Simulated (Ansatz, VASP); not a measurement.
## Ge: VASP beside Ansatz

The input INCAR:

```
SYSTEM = Ge
ALGO = Normal
EDIFF = 1E-6
ENCUT = 520
GGA = PE
ISIF = 2
ISMEAR = -1
LASPH = .True.
LCHARG = .False.
LREAL = .False.
LWAVE = .False.
NBANDS = 21
NELM = 100
PREC = Accurate
SIGMA = 0.05
```

KPOINTS

```
k-points
0
Gamma
  9 9 9
  0 0 0
```

The input POSCAR:

```
Ge
1.0
    0.0000000000      2.8744485395      2.8744485395
    2.8744485395      0.0000000000      2.8744485395
    2.8744485395      2.8744485395      0.0000000000
Ge
2
Direct
   -0.1700000000     -0.1100000000     -0.1100000000
    0.1700000000      0.1100000000      0.1100000000
```

Input for Ansatz:

```yaml
crystal:
  lattice:
    - [0.0, 2.8744485395, 2.8744485395]
    - [2.8744485395, 0.0, 2.8744485395]
    - [2.8744485395, 2.8744485395, 0.0]
  atoms:
    - { symbol: Ge, position: [-0.17, -0.11, -0.11] }
    - { symbol: Ge, position: [0.17, 0.11, 0.11] }
kpoints:
  mp_grid: { grid: [9, 9, 9] }
scf:
  occupations: { method: fermi_dirac, width: 0.05 }
hamiltonian:
  xc: pbe
  pseudopotentials: { kind: all_electron, lapw: { basis_error: 0.001 } }
output:
  forces: true
  stress: true
  eigenvalues: true
  populations: true
```

Change from the starting cell: shortest bond scaled by 0.88, LAPW.

Alike in both runs: task single point; functional PBE; k mesh 9 × 9 × 9; occupations fermi-dirac, width 0.05 eV; no spin polarisation.

|  | VASP | Ansatz |
| --- | --- | --- |
| version | VASP 6.6.1 | Ansatz 0.2.0 |
| potentials or method | VASP PAW PBE potentials, release 64 (Ge_d), cutoff 520 eV | all-electron LAPW, scalar-relativistic |

```csv
,VASP,Ansatz,Ansatz less VASP
pressure (GPa),4.0,4.1,+0.06
"traceless stress, the component that is largest in VASP (GPa)",-7.13,-7.13,-0.006
rms of the force components (eV/Å),2.567,2.565,-0.0018
```

Atom by atom the forces differ by 0.002 eV/Å (rms over components). Ansatz ran all-electron here, and VASP with PAW potentials.
